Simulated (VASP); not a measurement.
Here is a VASP 6.6.1 calculation.

The input INCAR:

```
ALGO     = Normal         # electronic algorithm
DIPOL    = 0.5 0.5 0.284
EDIFF    = 1E-6           # SCF threshold, eV
ENCUT    = 400            # plane-wave cutoff, eV
GGA      = CA             # functional
GGA_COMPAT= F            
IDIPOL   = 3            
ISIF     = 2              # what is computed and relaxed
ISMEAR   = 0              # smearing method
LASPH    = T              # aspherical terms in the spheres
LCHARG   = F              # write CHGCAR
LDIPOL   = T            
LREAL    = F              # projectors in reciprocal space
LWAVE    = F              # write WAVECAR
NBANDS   = 20             # bands
NELM     = 120            # most SCF steps
NELMDL   = -8           
PREC     = Accurate       # precision mode
SIGMA    = 0.03           # smearing width, eV
```

File KPOINTS:

```
k-points
0
Gamma
  12 12 1
```

The input POSCAR:

```
WSeS
1.0
    3.1856137038      0.0000000000      0.0000000000
   -1.5928068519      2.7588223941      0.0000000000
    0.0000000000      0.0000000000     30.1999999990
S W Se
1 1 1
Direct
    0.6666666667      0.3333333333      0.2315418624
    0.3333333333      0.6666666667      0.2821058815
    0.6666666667      0.3333333333      0.3383390112
```

Potentials or basis: VASP PAW LDA potentials, release 64 (S, W_sv, Se).

The run is started by

```sh
$ cat potpaw_LDA.64/S/POTCAR potpaw_LDA.64/W_sv/POTCAR potpaw_LDA.64/Se/POTCAR > POTCAR
$ mpirun -np 1 vasp_std > vasp.out
```

(1) What does it give for the largest force?

(2) What does it give for the band gap on the k mesh?

## Answers

(1) 0.108 eV/Å.

(2) 1.84 eV, indirect (least direct gap 1.89 eV).

Caveat: spin-orbit coupling is left out, which moves the levels of the heavy elements.
